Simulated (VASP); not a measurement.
# TiSi2 (Immm) in VASP: a series of runs, part 3 of 3

VASP 6.6.1. Earlier steps stand in the parts before.

### 6 Relaxation of cell and atoms, PBEsol, target pressure 5 GPa, at which the enthalpy is minimised

Input file INCAR:

```
  PREC = Accurate
  ENCUT = 600
  EDIFF = 1E-6
  ISMEAR = -1
  SIGMA = 0.05
  LREAL = False
  LASPH = True
  NELM = 100
  ALGO = Normal
  ISIF = 3
  LWAVE = False
  LCHARG = False
  GGA = PS
  IBRION = 2
  NSW = 60
  EDIFFG = -0.01
  PSTRESS = 50.0
```

Input file KPOINTS:

```
Automatic mesh
0
Gamma
  12 12 12
```

Input file POSCAR:

```
TiSi2
1.0
   -1.4728720000      1.7121300000      4.2120830000
    1.4728720000     -1.7121300000      4.2120830000
    1.4728720000      1.7121300000     -4.2120830000
Ti Si
1 2
Direct
    0.0000000000      0.0000000000      0.0000000000
    0.6700780000      0.6700780000      0.0000000000
    0.3299220000      0.3299220000      0.0000000000
```

Potentials or basis: VASP PAW PBE potentials, release 64 (Ti_sv, Si).

Launch:

```bash
cat potpaw_PBE.64/Ti_sv/POTCAR potpaw_PBE.64/Si/POTCAR > POTCAR
mpirun -np 1 vasp_std > vasp.out
```

OUTCAR:

```text
PREC = Accurate
   ENCUT = 600
   EDIFF = 1E-6
   ISMEAR = -1
   LREAL = False
   LASPH = True
   NELM = 100
   ISIF = 3
   GGA = PS
   IBRION = 2
   NSW = 60
   EDIFFG = -0.01
   PSTRESS = 50.0

 ion  position               nearest neighbor table
   1  0.000  0.000  0.000-   2 2.67   2 2.67   2 2.67   3 2.67   2 2.67   3 2.67   3 2.67   3 2.67
                             2 2.78   3 2.78
   2  0.670  0.670  0.000-   3 2.63   3 2.63   3 2.63   3 2.63   1 2.67   1 2.67   1 2.67   1 2.67
                             1 2.78   3 2.87
   3  0.330  0.330  0.000-   2 2.63   2 2.63   2 2.63   2 2.63   1 2.67   1 2.67   1 2.67   1 2.67
                             1 2.78   2 2.87

  LATTYP: Found a body centered orthorhombic cell.
 ALAT       =     2.9457440000
 B/A-ratio  =     1.1624431723
 C/A-ratio  =     2.8597753233

  Lattice vectors:

 A1 = (  -1.4728720000,   1.7121300000,   4.2120830000)
 A2 = (   1.4728720000,  -1.7121300000,   4.2120830000)
 A3 = (   1.4728720000,   1.7121300000,  -4.2120830000)

Analysis of symmetry for initial positions (statically):
=====================================================================
 Subroutine PRICEL returns:
 Original cell was already a primitive cell.

 Routine SETGRP: Setting up the symmetry group for a
 body centered orthorhombic supercell.

 Subroutine GETGRP returns: Found  8 space group operations
 (whereof  8 operations were pure point group operations)
 out of a pool of  8 trial point group operations.

The static configuration has the point symmetry D_2h.

Analysis of symmetry for dynamics (positions and initial velocities):
=====================================================================
 Subroutine PRICEL returns:
 Original cell was already a primitive cell.

 Routine SETGRP: Setting up the symmetry group for a
 body centered orthorhombic supercell.

 Subroutine GETGRP returns: Found  8 space group operations
 (whereof  8 operations were pure point group operations)
 out of a pool of  8 trial point group operations.

The dynamic configuration has the point symmetry D_2h.

 Subroutine INISYM returns: Found  8 space group operations
 (whereof  8 operations are pure point group operations),
 and found     1 'primitive' translations

----------------------------------------------------------------------------------------
[... 111 lines left out ...]
   EFERMI_NEDOS =   21; number of points for ismear=-14 and -15
   IALGO  =     38    algorithm
   IMIX   =      4    mixing-type and parameters
     AMIX     =   0.40;   BMIX     =  1.00
     AMIX_MAG =   1.60;   BMIX_MAG =  1.00
  volume/ion in A,a.u.               =      14.16        95.57
  Fermi-wavevector in a.u.,A,eV,Ry     =   1.273499  2.406564 22.065925  1.621800
  Thomas-Fermi vector in A             =   2.406319
   LORBIT       =      0    0 simple, 1 ext, 2 COOP (PROOUT), +10 PAW based schemes
   GGA     = PS    functional components
   LHFCALC =     F    Hartree Fock is set to
   AEXX    =    0.0000 exact exchange contribution
   IVDW    =     0    specifies the selected vdW correction
   LEPSILON=     F    determine dielectric tensor
   LRPA    =     F    only Hartree local field effects (RPA)
 conjugate gradient relaxation of ions
 non-spin polarized calculation
  energy-cutoff  :      600.00
  volume of cell :       42.49
 maximum number of plane-waves:      1438
 NGX is ok and might be reduce to    40
   NGX = 19   NGY = 19   NGZ = 19

--------------------------------------- Ionic step        1  -------------------------------------------

 number of electron      20.0000000 magnetization

 Free energy of the ion-electron system (eV)
  ---------------------------------------------------
  ext. energy  EPLUGINS =         0.00000000
  ---------------------------------------------------
  free energy    TOTEN  =       -21.33391953 eV

  energy without entropy =      -21.32273404  energy(sigma->0) =      -21.32832679

 E-fermi :   9.9134     XC(G=0): -11.7786

 val. band max:        9.9112933018   @ k =   0.5000   0.5000   0.3333
 cond. band min:       9.9171907228   @ k =   0.5000   0.1667  -0.0000
 fundamental gap:      0.0058974210
 Fermi energy:         9.9134214410

 k-point     1 :       0.0000    0.0000    0.0000
  band No.  band energies     occupation
      1     -46.1094      2.00000
      2     -22.5440      2.00000
      3     -22.5212      2.00000
      4     -22.2678      2.00000
      5      -2.6331      2.00000
      6       5.1736      2.00000
      7       5.7899      2.00000
      8       7.7720      2.00000
      9       9.2879      1.99999
     10      10.6734      0.00000
     11      11.9546      0.00000
     12      12.3179      0.00000
     13      13.0594      0.00000
     14      13.6871      0.00000
[... 585 lines left out ...]
--------------------------------------- Ionic step        6  -------------------------------------------

 number of electron      20.0000001 magnetization

 Free energy of the ion-electron system (eV)
  ---------------------------------------------------
  ext. energy  EPLUGINS =         0.00000000
  ---------------------------------------------------
  free energy    TOTEN  =       -21.32585501 eV

  energy without entropy =      -21.31556965  energy(sigma->0) =      -21.32071233

 E-fermi :  10.6103     XC(G=0): -12.0333

 val. band max:       10.6058767341   @ k =  -0.3333  -0.3333   0.0833
 cond. band min:      10.6117256443   @ k =   0.5000   0.5000   0.3333
 fundamental gap:      0.0058489103
 Fermi energy:        10.6102727638

 k-point     1 :       0.0000    0.0000    0.0000
  band No.  band energies     occupation
      1     -45.2223      2.00000
      2     -21.6776      2.00000
      3     -21.6507      2.00000
      4     -21.3657      2.00000
      5      -2.3048      2.00000
      6       5.6377      2.00000
      7       6.5811      2.00000
      8       8.3625      2.00000
      9       9.9052      2.00000
     10      11.4440      0.00000
     11      12.7563      0.00000
     12      13.1834      0.00000
     13      13.9284      0.00000
     14      14.7072      0.00000
[... 425 lines left out ...]
  energy  without entropy=      -21.3155696531  energy(sigma->0) =      -21.32071233

  enthalpy is  TOTEN    =       -20.0733364821 eV   P V=        1.2525185293

 reached required accuracy - stopping structural energy minimisation
```

CONTCAR:

```text
TiSi2
   1.00000000000000
    -1.4454787522510646    1.6823921314912607    4.1259675259154642
     1.4454787522510646   -1.6823921314912607    4.1259675259154642
     1.4454787522510646    1.6823921314912607   -4.1259675259154642
  Ti              Si
     1     2
Direct
     0.0000000000000000    0.0000000000000000    1.0000000000000000
     0.6697422479710846    0.6697422479710846    0.0000000000000000
     0.3302577520289153    0.3302577520289153    0.0000000000000000

  0.00000000E+00  0.00000000E+00  0.00000000E+00
  0.00000000E+00  0.00000000E+00  0.00000000E+00
  0.00000000E+00  0.00000000E+00  0.00000000E+00
```

Wall time 9.7 min (1 thread of Intel Xeon 6975P-C (Granite Rapids), shared host); peak memory 0.4 GiB.

What came out:

| Item | Value |
| --- | --- |
| Free energy | -21.3259 eV |
| Relaxed volume | 13.38 Å³/atom |
| Relaxed cell | a = 4.684 Å, b = 4.684 Å, c = 4.684 Å, α = 144.05°, β = 137.90°, γ = 56.52° |
| Space group after relaxing (to 0.1 Å) | Immm (No. 71) |
| Energy change on relaxing (the run minimises the enthalpy) | +2.7 meV/atom |
| Ionic steps | 6 |
| Pressure after relaxing | 5.1 GPa |
| Largest force after relaxing | 0.003 eV/Å |
| Band gap on the k mesh | zero (bands 10 and 11 overlap by 2.49 eV) |

Forces on the atoms (eV/Å):
```
Ti   0.000  0.000  0.000
Si   0.000  0.000 -0.003
Si   0.000  0.000  0.003
```

The path:
| step | energy change (eV) | largest force (eV/Å) | pressure (GPa) | volume (Å³) |
| --- | --- | --- | --- | --- |
| 1 | 0.0000 | 0.0665 | -3.51 | 42.49 |
| 2 | 0.1407 | 0.0383 | 15.40 | 38.03 |
| 3 | 0.0066 | 0.0161 | 4.91 | 40.19 |
| 4 | 0.0080 | 0.0150 | 5.10 | 40.14 |
| 5 | 0.0080 | 0.0083 | 5.10 | 40.14 |
| 6 | 0.0081 | 0.0034 | 5.11 | 40.14 |

Final structure:
```cif
data_structure
_symmetry_space_group_name_H-M 'P 1'
_symmetry_Int_Tables_number 1
_cell_length_a 4.6844
_cell_length_b 4.6844
_cell_length_c 4.6844
_cell_angle_alpha 144.053
_cell_angle_beta 137.904
_cell_angle_gamma 56.524
_cell_volume 40.14
loop_
_atom_site_label
_atom_site_type_symbol
_atom_site_fract_x
_atom_site_fract_y
_atom_site_fract_z
_atom_site_occupancy
Ti1 Ti 0.00000 0.00000 0.00000 1
Si1 Si 0.66974 0.66974 0.00000 1
Si2 Si 0.33026 0.33026 0.00000 1
```

Levels at points of the mesh, in eV from the Fermi level:
```csv
k point,band 6,band 7,band 8,band 9,band 10,band 11,band 12,band 13,band 14
"(0.00, 0.00, 0.00)",-4.97,-4.03,-2.25,-0.71,0.83,2.15,2.57,3.32,4.10
"(0.50, 0.00, 0.00)",-9.36,-4.45,-3.83,-0.73,1.01,2.17,2.77,3.86,4.23
"(0.00, 0.50, 0.00)",-8.32,-3.67,-3.48,-1.02,-0.48,0.99,2.92,3.69,4.27
"(0.50, 0.50, 0.00)",-5.54,-5.24,-4.56,-3.01,-1.39,-0.62,3.04,3.14,3.34
"(0.50, 0.50, 0.50)",-9.06,-1.40,-1.30,-0.41,0.48,2.12,2.64,2.67,4.01
```

Caveat: the cell is relaxed towards a set pressure, so the run minimises the enthalpy, not the energy; the PAW data sets were made with another functional, which shifts forces and pressure a little.

### 7 Summary

```csv
task,level,cell,k mesh,cutoff (eV),grid for exact exchange (PRECFOCK),share of exact exchange,screening parameter,gap on the mesh (eV),pressure (GPa),largest force (eV/Å)
single point,PBE-based screened hybrid with 25 % exact exchange,as given,6 × 6 × 6,520,Normal,0.25,0.1 1/Å,none,-3.7,0.18
single point,PBE-based screened hybrid with 25 % exact exchange,as given,6 × 6 × 6,520,Normal,0.25,0.15 1/Å,none,-3.5,0.18
single point,PBE-based screened hybrid with 25 % exact exchange,as given,6 × 6 × 6,520,Normal,0.25,0.2 1/Å,none,-3.3,0.18
single point,PBE-based screened hybrid with 25 % exact exchange,as given,6 × 6 × 6,520,Normal,0.25,0.3 1/Å,none,-2.7,0.18
relaxation of cell and atoms,PBEsol,relaxed to 5 GPa,12 × 12 × 12,600,-,-,-,none,5.1,-
```

Alike in all rows: potentials or basis VASP PAW PBE potentials, release 64 (Ti_sv, Si); no spin polarisation; smearing fermi-dirac 0.05 eV.

Caveats: some runs use coarse meshes; the PAW data sets were made with another functional, which shifts forces and pressure a little; the cell is relaxed towards a set pressure, so the run minimises the enthalpy, not the energy (at least some runs).

Absolute energies hang on the potentials; compare differences alone.

The gap in the log of VASP goes by the Fermi energy; the results here count the filled bands.